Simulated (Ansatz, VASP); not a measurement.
Given: the input of a run of VASP 6.6.1 on Ti3Al.

File INCAR:

```
SYSTEM = Ti3Al
PREC     = Accurate       ! precision mode
ENCUT    = 500            ! plane-wave cutoff, eV
EDIFF    = 1E-6           ! SCF threshold, eV
ISMEAR   = -1             ! smearing method
SIGMA    = 0.05           ! smearing width, eV
LREAL    = .FALSE.        ! projectors in reciprocal space
LASPH    = .TRUE.         ! aspherical terms in the spheres
NELM     = 120            ! most SCF steps
ALGO     = Normal         ! electronic algorithm
ISIF     = 2              ! what is computed and relaxed
LWAVE    = .FALSE.        ! write WAVECAR
LCHARG   = .FALSE.        ! write CHGCAR
GGA      = PE             ! functional
NBANDS   = 28             ! bands
GGA_COMPAT= .FALSE.
```

Contents of KPOINTS:

```
regular mesh
0
G
  7 7 7
  0 0 0
```

Contents of POSCAR:

```
Ti3Al
1.0
    0.0000000000      3.1658077740      3.1658077740
    3.1658077740      0.0000000000      3.1658077740
    3.1658077740      3.1658077740      0.0000000000
Ti Al
3 1
Direct
    0.0000000000      0.0000000000      0.0000000000
    0.2500000000      0.2500000000      0.2500000000
    0.7500000000      0.7500000000      0.7500000000
    0.5000000000      0.5000000000      0.5000000000
```

Potentials or basis: VASP PAW PBE potentials, release 64 (Ti_sv, Al).

Command:

```console
$ cat potpaw_PBE.64/Ti_sv/POTCAR potpaw_PBE.64/Al/POTCAR > POTCAR
$ mpirun -np 1 vasp_std > vasp.out
```

**Question.** Set up the same calculation for Ansatz 0.2.0. Potentials there: Ansatz PAW.

**Answer.** As run (the cutoff follows the program's own potentials):

Contents of input.yaml:

```yaml
crystal:
  lattice:
    - [0.0, 3.165807774, 3.165807774]
    - [3.165807774, 0.0, 3.165807774]
    - [3.165807774, 3.165807774, 0.0]
  atoms:
    - { symbol: Ti, position: [0.0, 0.0, 0.0] }
    - { symbol: Ti, position: [0.25, 0.25, 0.25] }
    - { symbol: Ti, position: [0.75, 0.75, 0.75] }
    - { symbol: Al, position: [0.5, 0.5, 0.5] }
hamiltonian:
  xc: pbe
  pseudopotentials: { kind: paw }
kpoints:
  mp_grid: { grid: [7, 7, 7] }
scf:
  occupations: { method: fermi_dirac, width: 0.05 }
output:
  forces: true
  stress: true
  eigenvalues: true
```

Potentials or basis: Ansatz PAW.

Run with:

```bash
$ ansatz run input.yaml --threads 2 --pin off --max-ram 5120MiB --backend cpu --events-out ev --progress --plain --runs-dir out
```

Both were run:

|  | VASP | Ansatz | Ansatz less VASP |
| --- | --- | --- | --- |
| gap on the k mesh at the Fermi level (eV) | none | none | - |
| pressure (GPa) | 6.3 | 6.6 | +0.24 |

A gap of «none» marks a metal or a gap that the smearing closes. With one functional, cell and mesh, what is left measures potentials, basis and numerics.
